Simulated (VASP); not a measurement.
# KNbO3 (P4mm) in VASP: further runs, part 2 of 3

VASP 6.6.1.

## Step 4: Single point, LDA

This run uses another cell than the first one, of 13.24 Å³/atom.

Contents of INCAR:

```
SYSTEM = KNbO3
PREC = Accurate
ENCUT = 600
EDIFF = 1E-6
ISMEAR = 0
SIGMA = 0.1
LREAL = .False.
LASPH = .True.
NELM = 120
ALGO = Normal
ISIF = 2
LWAVE = .False.
LCHARG = .False.
GGA = CA
NBANDS = 28
GGA_COMPAT = .False.
```

Contents of KPOINTS:

```
regular mesh
0
Gamma
  4 4 4
  0 0 0
```

Contents of POSCAR:

```
KNbO3
1.0
    4.0129726800      0.0000000000      0.0000000000
    0.0000000000      4.0129726800      0.0000000000
    0.0000000000      0.0000000000      4.1102918300
K Nb O
1 1 3
Direct
    0.5000000000      0.5000000000      0.4999545100
    0.0000000000      0.0000000000      0.0149157700
    0.5000000000      0.0000000000      0.9741423400
    0.0000000000      0.5000000000      0.9741423400
    0.0000000000      0.0000000000      0.4716460400
```

Potentials or basis: VASP PAW LDA potentials, release 64 (K_sv, Nb_sv, O).

On the command line:

```bash
cat potpaw_LDA.64/K_sv/POTCAR potpaw_LDA.64/Nb_sv/POTCAR potpaw_LDA.64/O/POTCAR > POTCAR
mpirun -np 1 vasp_std > vasp.out
```

OUTCAR:

```text
SYSTEM = KNbO3
   PREC = Accurate
   ENCUT = 600
   EDIFF = 1E-6
   ISMEAR = 0
   LREAL = .False.
   LASPH = .True.
   NELM = 120
   ISIF = 2
   GGA = CA

 ion  position               nearest neighbor table
   1  0.500  0.500  0.500-   3 2.80   4 2.80   3 2.80   4 2.80   5 2.84   5 2.84   5 2.84   5 2.84

   2  0.000  0.000  0.015-   5 1.88   4 2.01   3 2.01   4 2.01   3 2.01   5 2.23
   3  0.500  0.000  0.974-   2 2.01   2 2.01   1 2.80   1 2.80
   4  0.000  0.500  0.974-   2 2.01   2 2.01   1 2.80   1 2.80
   5  0.000  0.000  0.472-   2 1.88   2 2.23   1 2.84   1 2.84   1 2.84   1 2.84

  LATTYP: Found a simple tetragonal cell.
 ALAT       =     4.0129726800
 C/A-ratio  =     1.0242511369

  Lattice vectors:

 A1 = (   4.0129726800,   0.0000000000,   0.0000000000)
 A2 = (   0.0000000000,   4.0129726800,   0.0000000000)
 A3 = (   0.0000000000,   0.0000000000,   4.1102918300)

Analysis of symmetry for initial positions (statically):
=====================================================================
 Subroutine PRICEL returns:
 Original cell was already a primitive cell.

 Routine SETGRP: Setting up the symmetry group for a
 simple tetragonal supercell.

 Subroutine GETGRP returns: Found  8 space group operations
 (whereof  8 operations were pure point group operations)
 out of a pool of 16 trial point group operations.

The static configuration has the point symmetry C_4v.

Analysis of symmetry for dynamics (positions and initial velocities):
=====================================================================
 Subroutine PRICEL returns:
 Original cell was already a primitive cell.

 Routine SETGRP: Setting up the symmetry group for a
 simple tetragonal supercell.

 Subroutine GETGRP returns: Found  8 space group operations
 (whereof  8 operations were pure point group operations)
 out of a pool of 16 trial point group operations.

The dynamic configuration has the point symmetry C_4v.

 Subroutine INISYM returns: Found  8 space group operations
 (whereof  8 operations are pure point group operations),
 and found     1 'primitive' translations

----------------------------------------------------------------------------------------

                                     Primitive cell

  volume of cell :      66.1919

  direct lattice vectors                    reciprocal lattice vectors
     4.012972680  0.000000000  0.000000000     0.249191829  0.000000000  0.000000000
     0.000000000  4.012972680  0.000000000     0.000000000  0.249191829  0.000000000
     0.000000000  0.000000000  4.110291830     0.000000000  0.000000000  0.243291728

  length of vectors
     4.012972680  4.012972680  4.110291830     0.249191829  0.249191829  0.243291728

  position of ions in fractional coordinates (direct lattice)
     0.500000000  0.500000000  0.499954510
     0.000000000  0.000000000  0.014915770
     0.500000000  0.000000000  0.974142340
     0.000000000  0.500000000  0.974142340
     0.000000000  0.000000000  0.471646040

  ion indices of the primitive-cell ions
   primitive index   ion index
                 1           1
                 2           2
                 3           3
[... 23 lines left out ...]

 Subroutine IBZKPT returns following result:
 ===========================================

 Found     18 irreducible k-points:

 Following reciprocal coordinates:
            Coordinates               Weight
  0.000000  0.000000  0.000000      1.000000
  0.250000  0.000000  0.000000      4.000000
  0.500000  0.000000  0.000000      2.000000
  0.250000  0.250000  0.000000      4.000000
  0.500000  0.250000  0.000000      4.000000
  0.500000  0.500000  0.000000      1.000000
[... 10 lines left out ...]
  0.500000  0.250000  0.500000      4.000000
  0.500000  0.500000  0.500000      1.000000
   k-points           NKPTS =     18   k-points in BZ     NKDIM =     18   number of bands    NBANDS=     28
   number of dos      NEDOS =    301   number of ions     NIONS =      5
   total plane-waves  NPLWV =  36864
   dimension x,y,z NGX =    32 NGY =   32 NGZ =   36
   dimension x,y,z NGXF=    64 NGYF=   64 NGZF=   72
   ions per type =               1   1   3
   NGX,Y,Z   is equivalent  to a cutoff of  13.26, 13.26, 14.56 a.u.
   NGXF,Y,Z  is equivalent  to a cutoff of  26.51, 26.51, 29.12 a.u.
 SYSTEM =  KNbO3
   PREC   = accura    normal or accurate (medium, high low for compatibility)
   ISTART =      0    job   : 0-new  1-cont  2-samecut
   ICHARG =      2    charge: 1-file 2-atom 10-const
   ISPIN  =      1    spin polarized calculation?
   LNONCOLLINEAR =      F non collinear calculations
   LSORBIT =      F    spin-orbit coupling
   LASPH  =      T    aspherical Exc in radial PAW
   ENCUT  =  600.0 eV  44.10 Ry    6.64 a.u.   8.01  8.01  8.21*2*pi/ulx,y,z
   NELM   =    120;   NELMIN=  2; NELMDL= -5     # of ELM steps
   EDIFF  = 0.1E-05   stopping-criterion for ELM
   LREAL  =      F    real-space projection
   EDIFFG = 0.1E-04   stopping-criterion for IOM
   NSW    =      0    number of steps for IOM
   IBRION =     -1    ionic relax: 0-MD 1-quasi-New 2-CG
   NFREE  =      0    steps in history (QN), initial steepest desc. (CG)
   ISIF   =      2    stress and relaxation
   ISYM   =      2    0-nonsym 1-usesym 2-fastsym
   POTIM  = 0.5000    time-step for ionic-motion
   TEBEG  =    0.0;   TEEND  =   0.0 temperature during run
   PSTRESS=    0.0 pullay stress
   NELECT =      40.0000    total number of electrons
   NUPDOWN=      -1.0000    fix difference up-down
   EMIN   =  10.00;   EMAX   =-10.00  energy-range for DOS
   EFERMI =   0.00;   METHOD = LEGACY
   ISMEAR =     0;   SIGMA  =   0.10  broadening in eV -4-tet -1-fermi 0-gaus
   EFERMI_NEDOS =   21; number of points for ismear=-14 and -15
   IALGO  =     38    algorithm
   IMIX   =      4    mixing-type and parameters
     AMIX     =   0.40;   BMIX     =  1.00
     AMIX_MAG =   1.60;   BMIX_MAG =  1.00
  volume/ion in A,a.u.               =      13.24        89.34
  Fermi-wavevector in a.u.,A,eV,Ry     =   1.384076  2.615524 26.064208  1.915665
  Thomas-Fermi vector in A             =   2.508614
   LORBIT       =      0    0 simple, 1 ext, 2 COOP (PROOUT), +10 PAW based schemes
   GGA     = CA    functional components
   LHFCALC =     F    Hartree Fock is set to
   AEXX    =    0.0000 exact exchange contribution
   IVDW    =     0    specifies the selected vdW correction
   LEPSILON=     F    determine dielectric tensor
   LRPA    =     F    only Hartree local field effects (RPA)
 non-spin polarized calculation
 Gauss-broadening in eV      SIGMA  =   0.10
  energy-cutoff  :      600.00
  volume of cell :       66.19
 maximum number of plane-waves:      2256
   NGX = 17   NGY = 17   NGZ = 17

 number of electron      40.0000000 magnetization

 Free energy of the ion-electron system (eV)
  ---------------------------------------------------
  ext. energy  EPLUGINS =         0.00000000
  ---------------------------------------------------
  free energy    TOTEN  =       -42.75025224 eV

  energy without entropy =      -42.75025224  energy(sigma->0) =      -42.75025224

 E-fermi :   3.4345     XC(G=0): -11.1875

 val. band max:        2.7972093327   @ k =   0.5000   0.5000   0.5000
 cond. band min:       4.2446652467   @ k =   0.0000   0.0000   0.0000
 fundamental gap:      1.4474559141
 Fermi energy:         3.4345131710

 k-point     1 :       0.0000    0.0000    0.0000
  band No.  band energies     occupation
      1     -51.8280      2.00000
      2     -28.1448      2.00000
      3     -28.0536      2.00000
      4     -28.0536      2.00000
      5     -24.1986      2.00000
      6     -14.0527      2.00000
[... 547 lines left out ...]
     27      12.9817      0.00000
     28      13.1883      0.00000

------------------------ aborting loop because EDIFF is reached ----------------------------------------

  FORCE on cell =-STRESS in cart. coord.  units (eV):
  Direction    XX          YY          ZZ          XY          YZ          ZX
  --------------------------------------------------------------------------------------
  -------------------------------------------------------------------------------------
  Total       -4.2239631     -4.2239631     -3.9444088      0.0000000     -0.0000000      0.0000000
  in kB     -102.2411285   -102.2411285    -95.4745109      0.0000000     -0.0000000      0.0000000
  external PRESSURE =     -99.9855893 kB  Pullay stress =       0.0000000 kB

 VOLUME and BASIS-vectors are now :
 -----------------------------------------------------------------------------
  energy-cutoff  :      600.00
  volume of cell :       66.19
      direct lattice vectors                 reciprocal lattice vectors
     4.012972680  0.000000000  0.000000000     0.249191829  0.000000000  0.000000000
     0.000000000  4.012972680  0.000000000     0.000000000  0.249191829  0.000000000
     0.000000000  0.000000000  4.110291830     0.000000000  0.000000000  0.243291728

 POSITION                                       TOTAL-FORCE (eV/Angst)
 -----------------------------------------------------------------------------------
      2.00649      2.00649      2.05496         0.000000     -0.000000      0.036659
      0.00000      0.00000      0.06131        -0.000000      0.000000      0.285291
      2.00649      0.00000      4.00401         0.000000      0.000000      0.064195
      0.00000      2.00649      4.00401         0.000000     -0.000000      0.064195
      0.00000      0.00000      1.93860         0.000000      0.000000     -0.450339
 -----------------------------------------------------------------------------------
    total drift:                                0.000000      0.000000      0.000369

  FREE ENERGIE OF THE ION-ELECTRON SYSTEM (eV)
  ---------------------------------------------------
  free  energy   TOTEN  =       -42.7502522376 eV

  energy  without entropy=      -42.7502522376  energy(sigma->0) =      -42.75025224
```

OSZICAR:

```text
N       E                     dE             d eps       ncg     rms          rms(c)
DAV:   1     0.435707570375E+03    0.43571E+03   -0.23194E+04  1008   0.160E+03
DAV:   2    -0.173471579474E+02   -0.45305E+03   -0.43631E+03  1256   0.512E+02
DAV:   3    -0.501295658106E+02   -0.32782E+02   -0.32571E+02  1608   0.134E+02
DAV:   4    -0.517316572013E+02   -0.16021E+01   -0.15987E+01  1736   0.217E+01
DAV:   5    -0.517629122875E+02   -0.31255E-01   -0.31243E-01  1436   0.335E+00    0.188E+01
DAV:   6    -0.432686522859E+02    0.84943E+01   -0.41244E+01  1576   0.451E+01    0.871E+00
DAV:   7    -0.428410518575E+02    0.42760E+00   -0.41714E+00  1536   0.145E+01    0.462E+00
DAV:   8    -0.427928230054E+02    0.48229E-01   -0.64988E-01  1720   0.714E+00    0.159E+00
DAV:   9    -0.427509614633E+02    0.41862E-01   -0.13802E-01  1528   0.325E+00    0.551E-01
DAV:  10    -0.427507093749E+02    0.25209E-03   -0.22621E-02  1572   0.109E+00    0.267E-01
DAV:  11    -0.427502734495E+02    0.43593E-03   -0.19637E-03  1548   0.412E-01    0.499E-02
DAV:  12    -0.427502553055E+02    0.18144E-04   -0.38457E-04  1604   0.150E-01    0.398E-02
DAV:  13    -0.427502528008E+02    0.25046E-05   -0.55818E-05  1464   0.444E-02    0.160E-02
DAV:  14    -0.427502524740E+02    0.32686E-06   -0.12621E-05  1548   0.293E-02    0.346E-03
DAV:  15    -0.427502522376E+02    0.23639E-06   -0.97500E-07   776   0.948E-03
   1 F= -.42750252E+02 E0= -.42750252E+02  d E =-.254173E-20
```

It took 29 s on 1 thread of Intel Xeon Platinum 8259CL at 2.50GHz (Skylake/Cascade Lake), shared host; peak memory 0.18 GiB.

Results:

- Free energy: -42.7503 eV
- Pressure: -10.0 GPa
- Largest force: 0.450 eV/Å
- Band gap on the k mesh: 1.45 eV (least direct gap 2.31 eV)

Forces in eV/Å, atoms in the order of the input:
```
K    0.000  0.000  0.037
Nb   0.000  0.000  0.285
O    0.000  0.000  0.064
O    0.000  0.000  0.064
O    0.000  0.000 -0.450
```

Stress tensor (GPa, compression positive):
```
-10.22   0.00   0.00
  0.00 -10.22   0.00
  0.00   0.00  -9.55
```

Caveat: the cell stands under tension. A k mesh can miss the band edges.

## Step 5: Single point, PBE+D3(BJ)

This run uses another cell than the first one, of 13.24 Å³/atom.

INCAR, as its differences from that of step 4:

```diff
@@ -13,3 +13,4 @@
 LCHARG = .False.
-GGA = CA
+GGA = PE
+IVDW = 12
 NBANDS = 28
```

KPOINTS is that of step 4.

POSCAR is that of step 4.

Potentials or basis: VASP PAW PBE potentials, release 64 (K_sv, Nb_sv, O).

On the command line:

```bash
cat potpaw_PBE.64/K_sv/POTCAR potpaw_PBE.64/Nb_sv/POTCAR potpaw_PBE.64/O/POTCAR > POTCAR
mpirun -np 1 vasp_std > vasp.out
```

OUTCAR:

```text
SYSTEM = KNbO3
   PREC = Accurate
   ENCUT = 600
   EDIFF = 1E-6
   ISMEAR = 0
   LREAL = .False.
   LASPH = .True.
   NELM = 120
   ISIF = 2
   GGA = PE
   IVDW = 12
 IVDW          = 12

 ion  position               nearest neighbor table
   1  0.500  0.500  0.500-   3 2.80   4 2.80   3 2.80   4 2.80   5 2.84   5 2.84   5 2.84   5 2.84

   2  0.000  0.000  0.015-   5 1.88   4 2.01   3 2.01   4 2.01   3 2.01   5 2.23
   3  0.500  0.000  0.974-   2 2.01   2 2.01   1 2.80   1 2.80
[... 759 lines left out ...]
  --------------------------------------------------------------------------------------
  -------------------------------------------------------------------------------------
  Total      -1.51361    -1.51361    -1.31378     0.00000     0.00000     0.00000
  in kB     -36.63701   -36.63701   -31.80016     0.00000     0.00000     0.00000
  external pressure =      -35.02 kB  Pullay stress =        0.00 kB

 VOLUME and BASIS-vectors are now :
 -----------------------------------------------------------------------------
  energy-cutoff  :      600.00
  volume of cell :       66.19
      direct lattice vectors                 reciprocal lattice vectors
     4.012972680  0.000000000  0.000000000     0.249191829  0.000000000  0.000000000
     0.000000000  4.012972680  0.000000000     0.000000000  0.249191829  0.000000000
     0.000000000  0.000000000  4.110291830     0.000000000  0.000000000  0.243291728

 POSITION                                       TOTAL-FORCE (eV/Angst)
 -----------------------------------------------------------------------------------
      2.00649      2.00649      2.05496         0.000000     -0.000000     -0.013527
      0.00000      0.00000      0.06131        -0.000000      0.000000      0.328118
      2.00649      0.00000      4.00401         0.000000      0.000000      0.038210
      0.00000      2.00649      4.00401         0.000000      0.000000      0.038210
      0.00000      0.00000      1.93860         0.000000      0.000000     -0.391010
 -----------------------------------------------------------------------------------
    total drift:                                0.000000      0.000000      0.000641

  FREE ENERGIE OF THE ION-ELECTRON SYSTEM (eV)
  ---------------------------------------------------
  free  energy   TOTEN  =       -40.0478518923 eV

  energy  without entropy=      -40.0478518923  energy(sigma->0) =      -40.04785189
```

stdout:

```text
POSCAR found type information on POSCAR K NbO
 POSCAR found :  3 types and       5 ions
 scaLAPACK will be used
 LDA part: xc-table for (Slater+PW92), standard interpolation
 POSCAR, INCAR and KPOINTS ok, starting setup
 FFT: planning ... GRIDC
 FFT: planning ... GRID_SOFT
 FFT: planning ... GRID
 WAVECAR not read
 entering main loop
```

Wall time 32 s (1 thread of Intel Xeon Platinum 8259CL at 2.50GHz (Skylake/Cascade Lake), shared host); peak memory 0.21 GiB.

What came out:

```yaml
Free_energy: -40.0479 eV
Pressure: -3.5 GPa
Largest_force: 0.391 eV/Å
Band_gap_on_the_k_mesh: 1.54 eV (least direct gap 2.39 eV)
Dispersion_energy_per_atom: -0.234 eV
```

Forces in eV/Å, atoms in the order of the input:
```
K    0.000  0.000 -0.014
Nb   0.000  0.000  0.328
O    0.000  0.000  0.038
O    0.000  0.000  0.038
O    0.000  0.000 -0.391
```

Stress tensor (GPa, compression positive):
```
-3.66  0.00  0.00
 0.00 -3.66  0.00
 0.00  0.00 -3.18
```

Levels at points of the mesh, in eV from the valence-band top:
```csv
k point,band 18,band 19,band 20,band 21,band 22,band 23
"(0.00, 0.00, 0.00)",-1.05,-0.85,-0.85,1.54,2.19,2.19
"(0.50, 0.00, 0.00)",-1.54,-1.51,-1.16,2.27,4.03,4.15
"(0.50, 0.50, 0.00)",-1.51,-1.51,-0.03,4.17,4.17,5.07
"(0.00, 0.00, 0.50)",-1.54,-0.84,-0.84,1.63,4.07,4.07
"(0.50, 0.00, 0.50)",-1.45,-1.44,-0.23,4.06,4.10,4.96
"(0.50, 0.50, 0.50)",-0.19,-0.19,0.00,5.05,5.05,5.12
```

Caveat: the cell stands under tension. A k mesh can miss the band edges.

(Part 2 of 3 ends here.)
